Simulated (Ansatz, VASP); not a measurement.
# Two plane-wave programs on Hf

```
CELL_PARAMETERS angstrom
4.19434 0.00000 0.00000
0.00000 4.19434 0.00000
0.00000 0.00000 4.19434
ATOMIC_POSITIONS crystal
Hf 0.00000 0.50000 0.50000
Hf 0.50000 0.00000 0.50000
Hf 0.50000 0.50000 0.00000
```

Alike in both runs: task relaxation of cell and atoms; functional PBE; k mesh 4 × 4 × 4; occupations gaussian, width 0.1 eV; no spin polarisation.

|  | VASP | Ansatz |
| --- | --- | --- |
| version | VASP 6.6.1 | Ansatz 0.2.0 |
| potentials or method | VASP PAW PBE potentials, release 64 (Hf_pv), cutoff 600 eV | scalar-relativistic, plane waves, PAW |
| valence electrons in the cell | 30 | 78 |

Ansatz gave:

- gap on the k mesh at the Fermi level, each at its own relaxed structure (eV): none
- relaxed volume (Å³/atom): 26.12
- relaxed length of the cell vector where the two differ most in proportion (Å): 4.279

Question: Estimate VASP's values.

Answer: gap on the k mesh at the Fermi level, each at its own relaxed structure (eV): none; relaxed volume (Å³/atom): 25.99; relaxed length of the cell vector where the two differ most in proportion (Å): 4.272.

A gap of «none» marks a metal or a gap that the smearing closes. VASP's potentials hold 30 valence electrons a cell and Ansatz's 78, so a difference there can come from the potentials and not from the codes.

The k mesh is coarse, so the values compare programs but aren't converged. Neither program's run includes spin-orbit coupling.
